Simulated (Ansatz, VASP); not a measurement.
BaTiO3 in VASP and in Ansatz

The input INCAR:

```
PREC = Accurate
ENCUT = 520
EDIFF = 1E-8
ISMEAR = -1
SIGMA = 0.08
LREAL = F
LASPH = T
NELM = 80
ALGO = Normal
ISIF = 2
LWAVE = F
LCHARG = F
GGA = PE
LEFG = T
NBANDS = 28
```

The input KPOINTS:

```
Automatic mesh
0
Gamma
  7 7 7
```

POSCAR

```
BaTiO3
1.0
    3.9998000000      0.0599970000      0.0599970000
    0.0599970000      3.9998000000      0.0599970000
    0.0602700000      0.0602700000      4.0180000000
Ba Ti O
1 1 3
Direct
    0.0000000000      0.0000000000      0.0000000000
    0.5000000000      0.5000000000      0.4820000000
    0.5000000000      0.5000000000      0.0160000000
    0.5000000000      0.0000000000      0.5150000000
    0.0000000000      0.5000000000      0.5150000000
```

Input for Ansatz:

```yaml
crystal:
  lattice:
    - [3.9998, 0.059997, 0.059997]
    - [0.059997, 3.9998, 0.059997]
    - [0.06027, 0.06027, 4.018]
  atoms:
    - { symbol: Ba, position: [0.0, 0.0, 0.0] }
    - { symbol: Ti, position: [0.5, 0.5, 0.482] }
    - { symbol: O, position: [0.5, 0.5, 0.016] }
    - { symbol: O, position: [0.5, 0.0, 0.515] }
    - { symbol: O, position: [0.0, 0.5, 0.515] }
kpoints:
  mp_grid: { grid: [7, 7, 7] }
scf:
  occupations: { method: fermi_dirac, width: 0.08 }
hamiltonian:
  xc: pbe
  pseudopotentials: { kind: paw }
output:
  forces: true
  stress: true
  eigenvalues: true
  efg: { contact_densities: true }
  write_density: true
  write_potential: true
  elf: true
  volumetric_format: npy
```

Change from the starting cell: equal xy, yz and zx shear strains of +3 %, PAW files.

Alike in both runs: task electric field gradients; functional PBE; k mesh 7 × 7 × 7; occupations fermi-dirac, width 0.08 eV; no spin polarisation.

```csv
,VASP,Ansatz
version,VASP 6.6.1,Ansatz 0.2.0
potentials or method,"VASP PAW PBE potentials, release 64 (Ba_sv, Ti_sv, O)","PAW with Ansatz's default frozen-core files, scalar-relativistic"
plane-wave cutoff (eV),520,420
valence electrons in the cell,40,40
```

|  | VASP | Ansatz | Ansatz less VASP |
| --- | --- | --- | --- |
| pressure (GPa) | 4.7 | 2.9 | -1.80 |
| traceless stress, the component that is largest in VASP (GPa) | -3.73 | -3.62 | +0.112 |
| rms of the force components (eV/Å) | 0.107 | 0.114 | +0.0074 |
| size of Vzz on the site where it differs most (V/Å²) | 42.1 | 39.0 | -3.11 |

Atom by atom the forces differ by 0.019 eV/Å (rms over components).

Neither program's run includes spin-orbit coupling.
